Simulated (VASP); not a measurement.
## CaSe: single point with PBE

CaSe:

```xyz
2
Lattice="0.0000 2.9675 2.9675 2.9675 0.0000 2.9675 2.9675 2.9675 0.0000" Properties=species:S:1:pos:R:3 pbc="T T T"
Ca    0.0000    0.0000    0.0000
Se    2.9675    2.9675    2.9675
```

```json
{
  "Program": "VASP 6.6.1",
  "Task": "single point",
  "Functional": "PBE",
  "Potentials or basis": "VASP PAW PBE potentials, release 64 (Ca_sv, Se)",
  "Cutoff": "520 eV",
  "k mesh": "8 × 8 × 8",
  "Occupations": "fermi-dirac, width 0.02 eV",
  "Spin": "no spin polarisation",
  "Dipole correction": "no",
  "Further INCAR settings": "ALGO = Normal; EDIFF = 1e-06; NBANDS = 15"
}
```

- Pressure: 0.7 GPa
- Band gap on the k mesh: 2.05 eV, indirect (least direct gap 2.97 eV)

Levels at points of the mesh, in eV from the valence-band top:
```tsv
k point	band 4	band 5	band 6	band 7	band 8	band 9	band 10	band 11	band 12	band 13
(0.00, 0.00, 0.00)	-20.77	-11.76	0.00	0.00	0.00	3.29	3.71	3.71	3.71	4.27
(0.50, 0.00, 0.00)	-20.78	-11.09	-3.25	-1.18	-1.18	4.50	5.45	5.48	5.48	7.46
(0.50, 0.50, 0.00)	-20.80	-11.20	-2.49	-0.92	-0.92	2.05	5.01	5.02	5.98	6.01
```

Run time: 16 s on 1 thread of Intel(R) Xeon(R) Platinum 8259CL CPU @ 2.50GHz (Skylake/Cascade Lake), with other jobs on the host, peak memory 0.18 GiB.

A k mesh can miss the band edges. A hybrid or GW would open this gap; PBE tends to underestimate it.
